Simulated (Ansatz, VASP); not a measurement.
## One calculation of Cd3Te2Se, two programs

```
CELL_PARAMETERS angstrom
4.58282 0.00000 0.00000
-2.29141 3.96884 0.00000
0.00000 0.00000 11.21266
ATOMIC_POSITIONS crystal
Cd 0.00000 0.00000 0.00065
Cd 0.33333 0.66667 0.65402
Cd 0.66667 0.33333 0.34586
Te 0.33333 0.66667 0.90950
Te 0.00000 0.00000 0.25489
Se 0.66667 0.33333 0.58508
```

Alike in both runs: functional PBE; k mesh 6 × 6 × 2; occupations gaussian, width 0.1 eV; no spin polarisation.

Ansatz relaxed the structure, and its values are those at the end. VASP's run is a single point on that final structure, the one shown.

|  | VASP | Ansatz |
| --- | --- | --- |
| version | VASP 6.6.1 | Ansatz 0.2.0 |
| potentials or method | VASP PAW PBE potentials, release 64 (Cd, Te, Se), cutoff 520 eV | scalar-relativistic, plane waves, PAW |
| valence electrons in the cell | 54 | 108 |

VASP gave:

- gap on the k mesh at the Fermi level (eV): 0.25
- least direct gap on the mesh (eV): 0.25
- pressure (GPa): 0.2
- rms of the force components (eV/Å): 0.005

**Question.** What did Ansatz give for the same quantities?

**Answer.** gap on the k mesh at the Fermi level (eV): 0.25; least direct gap on the mesh (eV): 0.25; pressure (GPa): 0.0; rms of the force components (eV/Å): 0.004.

The functional is the same, so the differences come from potentials, cutoffs and numerics. VASP's potentials hold 54 valence electrons a cell and Ansatz's 108, so a difference there can come from the potentials and not from the codes.

Neither program's run includes spin-orbit coupling.
